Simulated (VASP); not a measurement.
Input of a VASP 6.6.1 run:

File INCAR:

```
PREC     = Accurate       # precision mode
ENCUT    = 520            # plane-wave cutoff, eV
EDIFF    = 1E-6           # SCF threshold, eV
ISMEAR   = 1              # smearing method
SIGMA    = 0.1            # smearing width, eV
LREAL    = False          # projectors in reciprocal space
LASPH    = True           # aspherical terms in the spheres
NELM     = 100            # most SCF steps
ALGO     = Normal         # electronic algorithm
ISIF     = 2              # what is computed and relaxed
LWAVE    = False          # write WAVECAR
LCHARG   = False          # write CHGCAR
GGA      = PS             # functional
IVDW     = 12             # dispersion correction
NBANDS   = 10             # bands
```

The input KPOINTS:

```
Automatic mesh
0
Gamma
  7 7 4
```

Contents of POSCAR:

```
Li
1.0
    2.9593328770      0.0000000000      0.0000000000
   -1.4796664385      2.5628574497      0.0000000000
    0.0000000000      0.0000000000      4.8714967478
Li
2
Direct
    0.3333333333      0.6666666667      0.2500000000
    0.6666666667      0.3333333333      0.7500000000
```

Potentials or basis: VASP PAW PBE potentials, release 64 (Li_sv).

Command:

```sh
$ cat potpaw_PBE.64/Li_sv/POTCAR > POTCAR
$ mpirun -np 1 vasp_std > vasp.out
```

Problem. Predict the dispersion energy per atom.

Solution. -0.164 eV.

Problem. What does it give for the band gap on the k mesh?

Solution. Zero (band 3 reaches 2.30 eV, above the bottom of band 4 at -1.64 eV).
